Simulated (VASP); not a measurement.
Ru2C:

```
Ru C
1.0
     0.00000    3.39871    3.39871
     3.39871    0.00000    3.39871
     3.39871    3.39871    0.00000
Ru C
4 2
Cartesian
  4.2484 4.2484 4.2484
  4.2484 2.5490 2.5490
  2.5490 2.5490 4.2484
  2.5490 4.2484 2.5490
  0.0000 0.0000 0.0000
  1.6994 1.6994 1.6994
```

```yaml
Program: VASP 6.6.1
Task: relaxation of cell and atoms
Functional: PBE
Potentials_or_basis: VASP PAW PBE potentials, release 64 (Ru_pv, C)
Cutoff: 600 eV
k_mesh: 4 × 4 × 4
Occupations: gaussian, width 0.1 eV
Spin: no spin polarisation
```

At the start: pressure 19.1 GPa; volume 13.09 Å³/atom.

Question: Where does the relaxation end?

Answer: Over 4 steps the energy falls by 63.0 meV/atom and the volume is 14.24 Å³/atom (+8.8 %); space group Fd-3m (No. 227, to 0.05 Å).

The path:
```csv
step,energy change (eV),largest force (eV/Å),pressure (GPa),volume (Å³)
1,0.0000,0.0000,19.06,78.52
2,0.4148,0.0000,-18.37,97.57
3,-0.3773,0.0000,-0.55,85.64
4,-0.3777,0.0000,-0.06,85.42
```

Final structure:
```cif
data_structure
_symmetry_space_group_name_H-M 'P 1'
_symmetry_Int_Tables_number 1
_cell_length_a 4.9433
_cell_length_b 4.9433
_cell_length_c 4.9433
_cell_angle_alpha 60.000
_cell_angle_beta 60.000
_cell_angle_gamma 60.000
_cell_volume 85.42
loop_
_atom_site_label
_atom_site_type_symbol
_atom_site_fract_x
_atom_site_fract_y
_atom_site_fract_z
_atom_site_occupancy
Ru1 Ru 0.62500 0.62500 0.62500 1
Ru2 Ru 0.12500 0.62500 0.62500 1
Ru3 Ru 0.62500 0.62500 0.12500 1
Ru4 Ru 0.62500 0.12500 0.62500 1
C1 C 0.00000 0.00000 0.00000 1
C2 C 0.25000 0.25000 0.25000 1
```

Caveat: the k points lie up to 0.39 Å⁻¹ apart in the final cell.
